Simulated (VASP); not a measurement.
Crystal: GaN (rocksalt type).

```
Ga N
1.0
     0.00000    2.15443    2.15443
     2.15443    0.00000    2.15443
     2.15443    2.15443    0.00000
Ga N
1 1
Direct
  0.00000 0.00000 0.00000
  0.50000 0.50000 0.50000
```

```yaml
Program: VASP 6.6.1
Task: relaxation of cell and atoms
Functional: PBEsol
Potentials_or_basis: VASP PAW PBE potentials, release 64 (Ga_d, N)
Cutoff: 600 eV
k_mesh: 17 × 17 × 17
Occupations: fermi-dirac, width 0.05 eV
Spin: no spin polarisation
```

At the start: pressure -12.4 GPa; volume 10.00 Å³/atom.

Q: Where does the relaxation end?

A: Over 6 steps the energy falls by 24.5 meV/atom and the volume is 9.40 Å³/atom (-6.0 %); space group Fm-3m (No. 225, to 0.05 Å).

The path:
| step | energy change (eV) | largest force (eV/Å) | pressure (GPa) | volume (Å³) |
| --- | --- | --- | --- | --- |
| 1 | 0.0000 | 0.0000 | -12.37 | 20.00 |
| 2 | -0.0101 | 0.0000 | 13.62 | 17.85 |
| 3 | -0.0489 | 0.0000 | -0.11 | 18.81 |
| 4 | -0.0489 | 0.0000 | 0.22 | 18.79 |
| 5 | -0.0489 | 0.0000 | -0.28 | 18.82 |
| 6 | -0.0489 | 0.0000 | 0.03 | 18.80 |

Final structure:
```cif
data_structure
_symmetry_space_group_name_H-M 'P 1'
_symmetry_Int_Tables_number 1
_cell_length_a 2.9849
_cell_length_b 2.9849
_cell_length_c 2.9849
_cell_angle_alpha 60.000
_cell_angle_beta 60.000
_cell_angle_gamma 60.000
_cell_volume 18.80
loop_
_atom_site_label
_atom_site_type_symbol
_atom_site_fract_x
_atom_site_fract_y
_atom_site_fract_z
_atom_site_occupancy
Ga1 Ga 0.00000 0.00000 0.00000 1
N1 N 0.50000 0.50000 0.50000 1
```

Caveat: the PAW data sets were made with another functional, which shifts forces and pressure a little.
